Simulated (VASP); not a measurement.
Input of a VASP 6.6.1 run:

The input INCAR:

```
PREC     = Accurate       # precision mode
ENCUT    = 520            # plane-wave cutoff, eV
EDIFF    = 1E-6           # SCF threshold, eV
ISMEAR   = 0              # smearing method
SIGMA    = 0.05           # smearing width, eV
LREAL    = F              # projectors in reciprocal space
LASPH    = T              # aspherical terms in the spheres
NELM     = 60             # most SCF steps
ALGO     = Normal         # electronic algorithm
ISIF     = 2              # what is computed and relaxed
LWAVE    = F              # write WAVECAR
LCHARG   = T              # write CHGCAR
GGA      = PS             # functional
LELF     = T              # ELF
LVHAR    = T            
NBANDS   = 11             # bands
```

File KPOINTS:

```
regular mesh
0
Gamma
  8 8 8
```

The input POSCAR:

```
BeS
1.0
    0.0000000000      2.4189899955      2.4189899955
    2.5883192952      0.0000000000      2.4189899955
    2.5883192952      2.4189899955      0.0000000000
Be S
1 1
Direct
    0.0000000000      0.0000000000      0.0000000000
    0.7500000000      0.7500000000      0.7500000000
```

Potentials or basis: VASP PAW PBE potentials, release 64 (Be, S).

Run with:

```bash
$ cat potpaw_PBE.64/Be/POTCAR potpaw_PBE.64/S/POTCAR > POTCAR
$ mpirun -np 1 vasp_std > vasp.out
```

Problem. Predict the band gap on the k mesh.

Solution. 2.77 eV, indirect (least direct gap 5.06 eV).

Problem. What does it give for the pressure?

Solution. -5.7 GPa.

Stress tensor (GPa, compression positive):
```
-10.24   0.00   0.00
  0.00  -3.40   0.00
  0.00   0.00  -3.40
```

Caveat: the cell differs from its parent crystal (mode 4 frozen in at +0.000 Å, normal strain along x +0.0700); the PAW data sets were made with another functional, which shifts forces and pressure a little. A k mesh can miss the band edges.
